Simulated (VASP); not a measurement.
Here is a VASP 6.6.1 calculation.

The input INCAR:

```
ALGO = Normal
EDIFF = 1E-6
ENCUT = 500
GGA = PS
GGA_COMPAT = False
ISIF = 2
ISMEAR = -1
LASPH = True
LCHARG = True
LELF = True
LREAL = False
LVHAR = True
LWAVE = False
NBANDS = 17
NELM = 120
PREC = Accurate
SIGMA = 0.01
```

KPOINTS

```
k-points
0
Gamma
  9 9 9
```

File POSCAR:

```
PbSe
1.0
    0.0000000000      3.1024460684      3.1024460684
    3.1024460684      0.0000000000      3.1024460684
    3.1024460684      3.1024460684      0.0000000000
Pb Se
1 1
Direct
    0.0000000000      0.0000000000      0.0000000000
    0.5000000000      0.5000000000      0.5000000000
```

Potentials or basis: VASP PAW PBE potentials, release 64 (Pb_d, Se).

Command:

```sh
$ cat potpaw_PBE.64/Pb_d/POTCAR potpaw_PBE.64/Se/POTCAR > POTCAR
$ mpirun -np 1 vasp_std > vasp.out
```

Question: What does it give for the pressure?

Answer: -2.4 GPa.

Caveat: the PAW data sets were made with another functional, which shifts forces and pressure a little.
